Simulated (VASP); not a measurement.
Set up this calculation in VASP 6.6.1, as the native input.

* Task: single point
* Functional: r2SCAN
* Potentials or basis: VASP PAW PBE potentials, release 64 (Pb_d, Te)
* Cutoff: 520 eV
* k mesh: 8 × 8 × 8
* Occupations: gaussian, width 0.01 eV
* Spin: no spin polarisation
* Dipole correction: no
* Further INCAR settings: ALGO = Normal; EDIFF = 1e-06; NBANDS = 17

Crystal: TePb.

```xyz
2
Lattice="0.0000 3.0904 3.0904 3.0904 0.0000 3.0904 3.0904 3.0904 0.0000" Properties=species:S:1:pos:R:3 pbc="T T T"
Pb    0.0000    0.0000    0.0000
Te    3.0904    3.0904    3.0904
```

This cell differs from its parent crystal: strain -5.4%.

The input as run:

POSCAR

```
TePb
1.0
    0.0000000000      3.0903933064      3.0903933064
    3.0903933064      0.0000000000      3.0903933064
    3.0903933064      3.0903933064      0.0000000000
Pb Te
1 1
Direct
    0.0000000000      0.0000000000      0.0000000000
    0.5000000000      0.5000000000      0.5000000000
```

INCAR.step1

```
SYSTEM = TePb
PREC = Accurate
ENCUT = 520
ISMEAR = 0
SIGMA = 0.01
LREAL = .False.
LASPH = .True.
NELM = 60
NBANDS = 17
GGA = PE
ALGO = Normal
EDIFF = 1E-4
LWAVE = .True.
LCHARG = .False.
```

INCAR.step2

```
SYSTEM = TePb
PREC = Accurate
ENCUT = 520
EDIFF = 1E-6
ISMEAR = 0
SIGMA = 0.01
LREAL = .False.
LASPH = .True.
NELM = 60
ALGO = Normal
ISIF = 2
LWAVE = .False.
LCHARG = .False.
METAGGA = R2SCAN
LMIXTAU = .True.
NBANDS = 17
ISTART = 1
```

KPOINTS

```
Automatic mesh
0
Gamma
  8 8 8
  0 0 0
```

Potentials or basis: VASP PAW PBE potentials, release 64 (Pb_d, Te).

Launch:

```console
$ cat potpaw_PBE.64/Pb_d/POTCAR potpaw_PBE.64/Te/POTCAR > POTCAR
$ cp INCAR.step1 INCAR
$ mpirun -np 1 vasp_std > vasp.out
$ cp INCAR.step2 INCAR
$ mpirun -np 1 vasp_std > vasp.out
```

Results of the run:

```
Pressure               : 10.3 GPa
Band gap on the k mesh : 0.65 eV, direct
```

Caveat: the cell differs from its parent crystal (strain -5.4%); the PAW data sets were made with another functional, which shifts forces and pressure a little; spin-orbit coupling is left out, which moves the levels of the heavy elements.

Wall time 2 min on 1 thread of AMD EPYC 7R43 64-Core Processor (Zen 3), with other jobs on the host, peak memory 0.19 GiB.
